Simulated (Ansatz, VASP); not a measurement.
Si in VASP and in Ansatz

INCAR

```
SYSTEM = Si
PREC = Accurate
ENCUT = 520
EDIFF = 1E-7
ISMEAR = 0
SIGMA = 0.03
LREAL = .FALSE.
LASPH = .TRUE.
NELM = 100
ALGO = Fast
ISIF = 2
LWAVE = .FALSE.
LCHARG = .FALSE.
GGA = CA
NBANDS = 26
```

KPOINTS

```
Automatic mesh
0
G
  10 10 3
  0 0 0
```

POSCAR

```
Si
1.0
   -3.8016851185      0.0000000000      0.0000000000
   -1.9008425592     -3.2923558898      0.0000000000
   -0.7920177330     -0.8230889725     12.5773876662
Si
8
Direct
    0.2577901648      0.1067038276      0.9065180230
    0.2994568314      0.2317038276      0.4065180230
    0.6536234981      0.6275371609      0.1565180230
    0.6119568314      0.5025371609      0.6565180230
    0.3255431686      0.3099628391      0.0934819770
    0.2838765019      0.1849628391      0.5934819770
    0.6380431686      0.5807961724      0.3434819770
    0.5963765019      0.4557961724      0.8434819770
```

Input for Ansatz:

```yaml
crystal:
  lattice:
    - [-3.8016851185, 0.0, 0.0]
    - [-1.9008425592, -3.2923558898, 0.0]
    - [-0.792017733, -0.8230889725, 12.5773876662]
  atoms:
    - { symbol: Si, position: [0.2577901648, 0.1067038276, 0.906518023] }
    - { symbol: Si, position: [0.2994568314, 0.2317038276, 0.406518023] }
    - { symbol: Si, position: [0.6536234981, 0.6275371609, 0.156518023] }
    - { symbol: Si, position: [0.6119568314, 0.5025371609, 0.656518023] }
    - { symbol: Si, position: [0.3255431686, 0.3099628391, 0.093481977] }
    - { symbol: Si, position: [0.2838765019, 0.1849628391, 0.593481977] }
    - { symbol: Si, position: [0.6380431686, 0.5807961724, 0.343481977] }
    - { symbol: Si, position: [0.5963765019, 0.4557961724, 0.843481977] }
basis:
  ecutwfc: 420
kpoints:
  mp_grid: { grid: [10, 10, 3] }
hamiltonian:
  xc: lda
  pseudopotentials: { kind: paw, azcp: { folder: soft_1 } }
scf:
  occupations: { method: gaussian, width: 0.03 }
output:
  forces: true
  stress: true
  eigenvalues: true
```

Alike in both runs: task single point; functional LDA; k mesh 10 × 10 × 3; occupations gaussian, width 0.03 eV; no spin polarisation.

|  | VASP | Ansatz |
| --- | --- | --- |
| version | VASP 6.6.1 | Ansatz 0.2.0 |
| potentials or method | VASP PAW LDA potentials, release 64 (Si), cutoff 520 eV | scalar-relativistic, plane waves, PAW |
| valence electrons in the cell | 32 | 32 |

|  | VASP | Ansatz | Ansatz less VASP |
| --- | --- | --- | --- |
| gap on the k mesh at the Fermi level (eV) | none | none | - |
| pressure (GPa) | -0.8 | -0.8 | -0.05 |
| traceless stress, the component that is largest in VASP (GPa) | 2.89 | 2.88 | -0.006 |
| rms of the force components (eV/Å) | 0.393 | 0.393 | +0.0001 |

Ansatz warns that its potentials were made for another functional, while VASP's fit it. LDA's correlation is that of Perdew and Zunger in VASP and of Perdew and Wang (1992) in Ansatz. Atom by atom the forces differ by 0.001 eV/Å (rms over components). A gap of «none» marks a metal or a gap that the smearing closes.
